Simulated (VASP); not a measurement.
Input of a VASP 6.6.1 run:

The input INCAR:

```
SYSTEM = ScGa3Te
  ALGO = Normal
  EDIFF = 1E-7
  EDIFFG = -0.04
  ENCUT = 600
  GGA = PE
  IBRION = 2
  ISIF = 3
  ISMEAR = 0
  LASPH = .True.
  LCHARG = .False.
  LREAL = .False.
  LWAVE = .False.
  NELM = 100
  NSW = 90
  PREC = Accurate
  SIGMA = 0.1
```

KPOINTS

```
k-points
0
Gamma
  6 6 4
  0 0 0
```

File POSCAR:

```
ScGa3Te
1.0
    4.5240045900      0.0000000000      0.0000000000
   -2.2620023000      3.9179029100      0.0000000000
    0.0000000000      0.0000000000      5.5850883500
Sc Ga Te
1 3 1
Direct
    0.3333333300      0.6666666700      0.5000000000
    0.0000000000      0.0000000000      0.7552470000
    0.0000000000      0.0000000000      0.2447530000
    0.6666666700      0.3333333300      0.5000000000
    0.6666666700      0.3333333300      0.0000000000
```

Potentials or basis: VASP PAW PBE potentials, release 64 (Sc_sv, Ga_d, Te).

Command:

```sh
$ cat potpaw_PBE.64/Sc_sv/POTCAR potpaw_PBE.64/Ga_d/POTCAR potpaw_PBE.64/Te/POTCAR > POTCAR
$ mpirun -np 1 vasp_std > vasp.out
```

What does it give for the relaxed volume?

24.31 Å³/atom.

Estimate the band gap on the k mesh.

zero (bands 28 and 29 overlap by 0.45 eV).

What does it give for the space group after relaxing (to 0.1 Å)?

P-6m2 (No. 187).

Predict the relaxed cell.

a = 4.756 Å, b = 4.756 Å, c = 6.205 Å, α = 90.00°, β = 90.00°, γ = 120.00°.

Step by step:
```tsv
step	energy change (eV)	largest force (eV/Å)	pressure (GPa)	volume (Å³)
1	0.0000	0.3179	13.23	98.99
2	-0.7928	0.2060	-1.11	124.27
3	-0.8016	0.2160	-0.09	121.12
4	-0.8016	0.2141	-0.26	121.59
5	-0.8128	0.1756	-0.14	121.28
6	-0.8200	0.1176	0.08	120.73
7	-0.8223	0.0876	0.01	120.96
8	-0.8246	0.0072	-0.21	121.54
```

Caveat: the volume moved by over 15 % at a fixed basis, so the end points are rough; spin-orbit coupling is left out, which moves the levels of the heavy elements.
